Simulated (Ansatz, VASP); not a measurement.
**Ti: VASP beside Ansatz**

```xyz
1
Lattice="-1.7395 1.7395 1.6410 1.7395 -1.7395 1.6410 1.7395 1.7395 -1.6410" Properties=species:S:1:pos:R:3 pbc="T T T"
Ti    0.0000    0.0000    0.0000
```

Change from the starting cell: strain +0.0600 x Voigt [1, 1, 0, 0, 0, 0], atoms carried along.

Alike in both runs: task single point; functional PBEsol; k mesh 20 × 20 × 20; occupations gaussian, width 0.15 eV; no spin polarisation.

|  | VASP | Ansatz |
| --- | --- | --- |
| version | VASP 6.6.1 | Ansatz 0.2.0 |
| potentials or method | VASP PAW PBE potentials, release 64 (Ti_sv), cutoff 520 eV | scalar-relativistic, plane waves, PAW |
| valence electrons in the cell | 12 | 12 |

Ansatz gave:

* gap on the k mesh at the Fermi level (eV): none
* pressure (GPa): -15.0
* traceless stress, the component that is largest in VASP (GPa): -1.19

Problem. Which values does VASP return?

Solution. gap on the k mesh at the Fermi level (eV): none; pressure (GPa): -16.0; traceless stress, the component that is largest in VASP (GPa): -1.18.

VASP's potentials were made for PBE, not for PBEsol. A gap of «none» marks a metal or a gap that the smearing closes.
